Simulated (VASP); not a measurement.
Set up this calculation in VASP 6.6.1, as the native input.

| Item | Value |
| --- | --- |
| Task | single point |
| Functional | PBE |
| Potentials or basis | VASP PAW PBE potentials, release 64 (Na_pv, H) |
| Cutoff | 520 eV |
| k mesh | 8 × 8 × 8 |
| Occupations | gaussian, width 0.1 eV |
| Spin | no spin polarisation |
| Dipole correction | no |
| Further INCAR settings | ALGO = Normal; EDIFF = 1e-06; NBANDS = 35 |

The structure of Na7H lies in POSCAR:

```
Na7H
1.0
   -4.0374363975      4.0374363975      4.0374363975
    4.0374363975     -4.0374363975      4.0374363975
    4.0374363975      4.0374363975     -4.0374363975
Na H
7 1
Direct
    0.0000000000      0.5000000000      0.5000000000
    0.5000000000      0.0000000000      0.5000000000
    0.5000000000      0.5000000000      0.0000000000
    0.3311351616      0.3311351616      0.3311351616
    0.0000000000      0.0000000000      0.6688648384
    0.0000000000      0.6688648384      0.0000000000
    0.6688648384      0.0000000000      0.0000000000
    0.0000000000      0.0000000000      0.0000000000
```

These files were run (other wordings do the same):

INCAR

```
PREC     = Accurate       # precision mode
ENCUT    = 520            # plane-wave cutoff, eV
EDIFF    = 1E-6           # SCF threshold, eV
ISMEAR   = 0              # smearing method
SIGMA    = 0.1            # smearing width, eV
LREAL    = False          # projectors in reciprocal space
LASPH    = True           # aspherical terms in the spheres
NELM     = 100            # most SCF steps
ALGO     = Normal         # electronic algorithm
ISIF     = 2              # what is computed and relaxed
LWAVE    = False          # write WAVECAR
LCHARG   = False          # write CHGCAR
GGA      = PE             # functional
NBANDS   = 35             # bands
```

KPOINTS

```
regular mesh
0
Gamma
  8 8 8
```

Potentials or basis: VASP PAW PBE potentials, release 64 (Na_pv, H).

The run is started by

```bash
$ cat potpaw_PBE.64/Na_pv/POTCAR potpaw_PBE.64/H/POTCAR > POTCAR
$ mpirun -np 1 vasp_std > vasp.out
```

It gave:

```json
{
  "Pressure": "0.0 GPa",
  "Largest force": "0.006 eV/Å",
  "Band gap on the k mesh": "zero (band 25 reaches 1.45 eV, above the bottom of band 26 at -0.54 eV)"
}
```

It took 5.2 min on 1 thread of Oxide Virtual Turin-like Processor (shared host), peak memory 0.47 GiB.
